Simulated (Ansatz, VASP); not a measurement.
## Two plane-wave programs on CoSi2

The input INCAR:

```
SYSTEM = CoSi2
  PREC = Accurate
  ENCUT = 520
  EDIFF = 1E-6
  ISMEAR = -4
  SIGMA = 0.1
  LREAL = .False.
  LASPH = .True.
  NELM = 80
  ALGO = Normal
  ISIF = 2
  LWAVE = .False.
  LCHARG = .True.
  GGA = PE
  LELF = .True.
  LVHAR = .True.
  NBANDS = 16
```

KPOINTS

```
regular mesh
0
Gamma
  14 14 14
  0 0 0
```

The input POSCAR:

```
CoSi2
1.0
   -1.4062657121      1.4062657121      3.2861767041
    1.4062657121     -1.4062657121      3.2861767041
    1.4062657121      1.4062657121     -3.2861767041
Co Si
1 2
Direct
    0.0000000000      0.0000000000      0.0000000000
    0.3354040956      0.3354040956      0.0000000000
   -0.3354040956     -0.3354040956      0.0000000000
```

Input for Ansatz:

```yaml
crystal:
  lattice:
    - [-1.4062657121, 1.4062657121, 3.2861767041]
    - [1.4062657121, -1.4062657121, 3.2861767041]
    - [1.4062657121, 1.4062657121, -3.2861767041]
  atoms:
    - { symbol: Co, position: [0.0, 0.0, 0.0] }
    - { symbol: Si, position: [0.3354040956, 0.3354040956, 0.0] }
    - { symbol: Si, position: [-0.3354040956, -0.3354040956, 0.0] }
kpoints:
  mp_grid: { grid: [14, 14, 14] }
scf:
  occupations: { method: tetrahedron_uncorrected }
hamiltonian:
  xc: pbe
  pseudopotentials: { kind: nc }
output:
  forces: true
  stress: true
  eigenvalues: true
basis:
  xc_grid: 2
```

Alike in both runs: task single point; functional PBE; k mesh 14 × 14 × 14; no spin polarisation.

```csv
,VASP,Ansatz
version,VASP 6.6.1,Ansatz 0.2.0
potentials or method,"VASP PAW PBE potentials, release 64 (Co, Si)","norm-conserving pseudopotentials, scalar-relativistic"
plane-wave cutoff (eV),520,1306
occupations,tetrahedron,tetrahedron-uncorrected
valence electrons in the cell,17,25
```

VASP gave:

| Quantity | Value |
| --- | --- |
| gap on the k mesh at the Fermi level (eV) | none |
| rms of the force components (eV/Å) | 0.017 |

Estimate Ansatz's values.

gap on the k mesh at the Fermi level (eV): none; rms of the force components (eV/Å): 0.021.

Atom by atom the forces differ by 0.004 eV/Å (rms over components). A gap of «none» marks a metal or a gap that the smearing closes. VASP's potentials hold 17 valence electrons a cell and Ansatz's 25, so a difference there can come from the potentials and not from the codes. Ansatz's warnings: band table not solved further.
